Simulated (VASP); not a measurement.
# CuB4 (Im-3m) in VASP: a series of runs

The runs below take CuB4 through single point, relaxation of cell and atoms, with PBE.

All numbers are computed with VASP 6.6.1; they aren't measurements. Logs are shortened: lines on timing, memory, paths and dates and some standing lists are left out, and cuts for length are marked.

### 1 The cell of the first run

Symmetry: Im-3m, No. 229, cubic system. Conventional cell: a = 4.466 Å, b = 4.466 Å, c = 4.466 Å, α = 90.00°, β = 90.00°, γ = 90.00°. Cu (site symmetry m-3m) has 8 B at 1.93 Å within 2.6 Å. B (site symmetry -3m) has 2 Cu at 1.93 Å and 6 B at 2.23 Å within 2.6 Å.

### 2 Single point, PBE

The input, INCAR:

```
SYSTEM = CuB4
ALGO = Normal ; EDIFF = 1E-6
ENCUT = 520 ; GGA = PE
ISIF = 2 ; ISMEAR = 0
LASPH = .TRUE. ; LCHARG = .FALSE.
LREAL = .FALSE. ; LWAVE = .FALSE.
NBANDS = 20 ; NELM = 100
PREC = Accurate ; SIGMA = 0.1
```

The input, KPOINTS:

```
k-points
0
G
  12 12 12
  0 0 0
```

The input, POSCAR:

```
CuB4
1.0
   -2.2331579022      2.2331579022      2.2331579022
    2.2331579022     -2.2331579022      2.2331579022
    2.2331579022      2.2331579022     -2.2331579022
Cu B
1 4
Direct
    0.0000000000      0.0000000000      0.0000000000
    0.0000000000      0.0000000000      0.5000000000
    0.5000000000      0.0000000000      0.0000000000
    0.5000000000      0.5000000000      0.5000000000
    0.0000000000      0.5000000000      0.0000000000
```

Potentials or basis: VASP PAW PBE potentials, release 64 (Cu, B).

Launch:

```console
$ cat potpaw_PBE.64/Cu/POTCAR potpaw_PBE.64/B/POTCAR > POTCAR
$ mpirun -np 1 vasp_std > vasp.out
```

OUTCAR:

```text
SYSTEM = CuB4
   EDIFF = 1E-6
   ENCUT = 520
   GGA = PE
   ISIF = 2
   ISMEAR = 0
   LASPH = .TRUE.
   LREAL = .FALSE.
   NELM = 100
   PREC = Accurate

 ion  position               nearest neighbor table
   1  0.000  0.000  0.000-   2 1.93   3 1.93   4 1.93   5 1.93   2 1.93   5 1.93   3 1.93   4 1.93

   2  0.000  0.000  0.500-   1 1.93   1 1.93
   3  0.500  0.000  0.000-   1 1.93   1 1.93
   4  0.500  0.500  0.500-   1 1.93   1 1.93
   5  0.000  0.500  0.000-   1 1.93   1 1.93

  LATTYP: Found a body centered cubic cell.
 ALAT       =     4.4663158044

  Lattice vectors:

 A1 = (  -2.2331579022,   2.2331579022,   2.2331579022)
 A2 = (   2.2331579022,  -2.2331579022,   2.2331579022)
 A3 = (   2.2331579022,   2.2331579022,  -2.2331579022)

Analysis of symmetry for initial positions (statically):
=====================================================================
 Subroutine PRICEL returns:
 Original cell was already a primitive cell.

 Routine SETGRP: Setting up the symmetry group for a
 body centered cubic supercell.

 Subroutine GETGRP returns: Found 48 space group operations
 (whereof 48 operations were pure point group operations)
 out of a pool of 48 trial point group operations.

The static configuration has the point symmetry O_h .

Analysis of symmetry for dynamics (positions and initial velocities):
=====================================================================
 Subroutine PRICEL returns:
 Original cell was already a primitive cell.

 Routine SETGRP: Setting up the symmetry group for a
 body centered cubic supercell.

 Subroutine GETGRP returns: Found 48 space group operations
 (whereof 48 operations were pure point group operations)
 out of a pool of 48 trial point group operations.

The dynamic configuration has the point symmetry O_h .

 Subroutine INISYM returns: Found 48 space group operations
 (whereof 48 operations are pure point group operations),
 and found     1 'primitive' translations

----------------------------------------------------------------------------------------

                                     Primitive cell

  volume of cell :      44.5470

  direct lattice vectors                    reciprocal lattice vectors
    -2.233157902  2.233157902  2.233157902     0.000000000  0.223898184  0.223898184
     2.233157902 -2.233157902  2.233157902     0.223898184  0.000000000  0.223898184
     2.233157902  2.233157902 -2.233157902     0.223898184  0.223898184  0.000000000

  length of vectors
     3.867942948  3.867942948  3.867942948     0.316639849  0.316639849  0.316639849

  position of ions in fractional coordinates (direct lattice)
     0.000000000  0.000000000  0.000000000
     0.000000000  0.000000000  0.500000000
     0.500000000  0.000000000  0.000000000
     0.500000000  0.500000000  0.500000000
     0.000000000  0.500000000  0.000000000

  ion indices of the primitive-cell ions
   primitive index   ion index
                 1           1
                 2           2
                 3           3
                 4           4
                 5           5

----------------------------------------------------------------------------------------

 KPOINTS: k-points

Automatic generation of k-mesh.
 Grid dimensions read from file:
 generate k-points for:   12   12   12

 Generating k-lattice:

  Cartesian coordinates                     Fractional coordinates (reciprocal lattice)
     0.000000000  0.018658182  0.018658182     0.083333333  0.000000000  0.000000000
     0.018658182  0.000000000  0.018658182     0.000000000  0.083333333  0.000000000
     0.018658182  0.018658182  0.000000000     0.000000000  0.000000000  0.083333333

  Length of vectors
     0.026386654  0.026386654  0.026386654

  Shift w.r.t. Gamma in fractional coordinates (k-lattice)
     0.000000000  0.000000000  0.000000000

 Subroutine IBZKPT returns following result:
 ===========================================

 Found     72 irreducible k-points:

 Following reciprocal coordinates:
            Coordinates               Weight
  0.000000  0.000000  0.000000      1.000000
  0.083333  0.000000  0.000000     12.000000
  0.166667  0.000000  0.000000     12.000000
  0.250000  0.000000  0.000000     12.000000
  0.333333  0.000000  0.000000     12.000000
  0.416667  0.000000  0.000000     12.000000
[... 16 lines left out ...]
  0.333333  0.083333  0.083333     24.000000
  0.416667  0.083333  0.083333     12.000000
 [... further k-points ...]
   k-points           NKPTS =     72   k-points in BZ     NKDIM =     72   number of bands    NBANDS=     20
   number of dos      NEDOS =    301   number of ions     NIONS =      5
   total plane-waves  NPLWV =  27000
   dimension x,y,z NGX =    30 NGY =   30 NGZ =   30
   dimension x,y,z NGXF=    60 NGYF=   60 NGZF=   60
   ions per type =               1   4
   NGX,Y,Z   is equivalent  to a cutoff of  12.89, 12.89, 12.89 a.u.
   NGXF,Y,Z  is equivalent  to a cutoff of  25.79, 25.79, 25.79 a.u.
 SYSTEM =  CuB4
   PREC   = accura    normal or accurate (medium, high low for compatibility)
   ISTART =      0    job   : 0-new  1-cont  2-samecut
   ICHARG =      2    charge: 1-file 2-atom 10-const
   ISPIN  =      1    spin polarized calculation?
   LNONCOLLINEAR =      F non collinear calculations
   LSORBIT =      F    spin-orbit coupling
   LASPH  =      T    aspherical Exc in radial PAW
   ENCUT  =  520.0 eV  38.22 Ry    6.18 a.u.   7.19  7.19  7.19*2*pi/ulx,y,z
   NELM   =    100;   NELMIN=  2; NELMDL= -5     # of ELM steps
   EDIFF  = 0.1E-05   stopping-criterion for ELM
   LREAL  =      F    real-space projection
   EDIFFG = 0.1E-04   stopping-criterion for IOM
   NSW    =      0    number of steps for IOM
   IBRION =     -1    ionic relax: 0-MD 1-quasi-New 2-CG
   NFREE  =      0    steps in history (QN), initial steepest desc. (CG)
   ISIF   =      2    stress and relaxation
   ISYM   =      2    0-nonsym 1-usesym 2-fastsym
   POTIM  = 0.5000    time-step for ionic-motion
   TEBEG  =    0.0;   TEEND  =   0.0 temperature during run
   PSTRESS=    0.0 pullay stress
   NELECT =      23.0000    total number of electrons
   NUPDOWN=      -1.0000    fix difference up-down
   EMIN   =  10.00;   EMAX   =-10.00  energy-range for DOS
[... 5 lines left out ...]
     AMIX     =   0.40;   BMIX     =  1.00
     AMIX_MAG =   1.60;   BMIX_MAG =  1.00
  volume/ion in A,a.u.               =       8.91        60.12
  Fermi-wavevector in a.u.,A,eV,Ry     =   1.313343  2.481858 23.468263  1.724869
  Thomas-Fermi vector in A             =   2.443672
   LORBIT       =      0    0 simple, 1 ext, 2 COOP (PROOUT), +10 PAW based schemes
   GGA     = PE    functional components
   LHFCALC =     F    Hartree Fock is set to
   AEXX    =    0.0000 exact exchange contribution
   IVDW    =     0    specifies the selected vdW correction
   LEPSILON=     F    determine dielectric tensor
   LRPA    =     F    only Hartree local field effects (RPA)
 non-spin polarized calculation
 Gauss-broadening in eV      SIGMA  =   0.10
  energy-cutoff  :      520.00
  volume of cell :       44.55
 maximum number of plane-waves:      1220
 NGX is ok and might be reduce to    30
   NGX = 15   NGY = 15   NGZ = 15

 number of electron      22.9999993 magnetization

 Free energy of the ion-electron system (eV)
  ---------------------------------------------------
  ext. energy  EPLUGINS =         0.00000000
  ---------------------------------------------------
  free energy    TOTEN  =       -23.32587651 eV

  energy without entropy =      -23.31579555  energy(sigma->0) =      -23.32083603

 E-fermi :   6.3635     XC(G=0): -11.7562

 val. band max:        6.3625253086   @ k =   0.4167   0.1667   0.0000
 cond. band min:       6.3880355244   @ k =   0.3333   0.0833   0.0833
 fundamental gap:      0.0255102158
 Fermi energy:         6.3635082589

 k-point     1 :       0.0000    0.0000    0.0000
  band No.  band energies     occupation
      1      -7.3412      2.00000
      2      -0.8531      2.00000
      3      -0.8531      2.00000
      4      -0.8531      2.00000
      5       0.5024      2.00000
      6       0.5024      2.00000
[... 12 lines left out ...]
     19      13.7546      0.00000
     20      13.7546      0.00000

 k-point     2 :       0.0833    0.0000    0.0000
  band No.  band energies     occupation
      1      -7.2530      2.00000
      2      -0.9037      2.00000
      3      -0.8988      2.00000
      4      -0.8382      2.00000
      5       0.4566      2.00000
      6       0.4811      2.00000
[... 12 lines left out ...]
     19      13.7383      0.00000
     20      13.8306      0.00000

 k-point     3 :       0.1667    0.0000    0.0000
  band No.  band energies     occupation
      1      -6.9898      2.00000
      2      -1.0573      2.00000
      3      -1.0352      2.00000
      4      -0.7936      2.00000
      5       0.3534      2.00000
      6       0.4291      2.00000
[... 12 lines left out ...]
     19      14.0495      0.00000
     20      14.3914      0.00000

 k-point     4 :       0.2500    0.0000    0.0000
  band No.  band energies     occupation
      1      -6.5559      2.00000
      2      -1.4147      2.00000
      3      -1.2012      2.00000
      4      -0.7206      2.00000
      5       0.1914      2.00000
      6       0.2607      2.00000
[... 429 lines left out ...]
 k-point    23 :       0.3333    0.0833    0.0833
  band No.  band energies     occupation
      1      -5.0796      2.00000
      2      -2.9775      2.00000
      3      -1.6408      2.00000
      4      -1.1505      2.00000
      5      -0.4653      2.00000
      6       0.1782      2.00000
[... 12 lines left out ...]
     19      14.8496      0.00000
     20      14.9798      0.00000

 k-point    24 :       0.4167    0.0833    0.0833
  band No.  band energies     occupation
      1      -4.5312      2.00000
      2      -3.6181      2.00000
      3      -1.6823      2.00000
      4      -1.2347      2.00000
      5      -0.4217      2.00000
      6       0.1609      2.00000
[... 12 lines left out ...]
     19      14.5786      0.00000
     20      15.1080      0.00000

 [... further k-points ...]

------------------------ aborting loop because EDIFF is reached ----------------------------------------

  FORCE on cell =-STRESS in cart. coord.  units (eV):
  Direction    XX          YY          ZZ          XY          YZ          ZX
  --------------------------------------------------------------------------------------
  -------------------------------------------------------------------------------------
  Total       -0.0211016     -0.0211016     -0.0211016      0.0000000      0.0000000     -0.0000000
  in kB       -0.7589394     -0.7589394     -0.7589394      0.0000000      0.0000000     -0.0000000
  external PRESSURE =      -0.7589394 kB  Pullay stress =       0.0000000 kB

 VOLUME and BASIS-vectors are now :
 -----------------------------------------------------------------------------
  energy-cutoff  :      520.00
  volume of cell :       44.55
      direct lattice vectors                 reciprocal lattice vectors
    -2.233157902  2.233157902  2.233157902     0.000000000  0.223898184  0.223898184
     2.233157902 -2.233157902  2.233157902     0.223898184  0.000000000  0.223898184
     2.233157902  2.233157902 -2.233157902     0.223898184  0.223898184  0.000000000

 POSITION                                       TOTAL-FORCE (eV/Angst)
 -----------------------------------------------------------------------------------
      0.00000      0.00000      0.00000        -0.000000     -0.000000     -0.000000
      1.11658      1.11658     -1.11658         0.000000     -0.000000      0.000000
     -1.11658      1.11658      1.11658        -0.000000      0.000000     -0.000000
      1.11658      1.11658      1.11658        -0.000000     -0.000000     -0.000000
      1.11658     -1.11658      1.11658         0.000000      0.000000      0.000000
 -----------------------------------------------------------------------------------
    total drift:                               -0.000000      0.000000     -0.000000

  FREE ENERGIE OF THE ION-ELECTRON SYSTEM (eV)
  ---------------------------------------------------
  free  energy   TOTEN  =       -23.3258765064 eV

  energy  without entropy=      -23.3157955456  energy(sigma->0) =      -23.32083603
```

It took 33 s on 1 thread of Intel Xeon 6975P-C (Granite Rapids), shared host; peak memory 0.2 GiB.

What came out:

```yaml
Free_energy: -23.3259 eV
Pressure: -0.1 GPa
```

(Continued in part 2 of 2.)
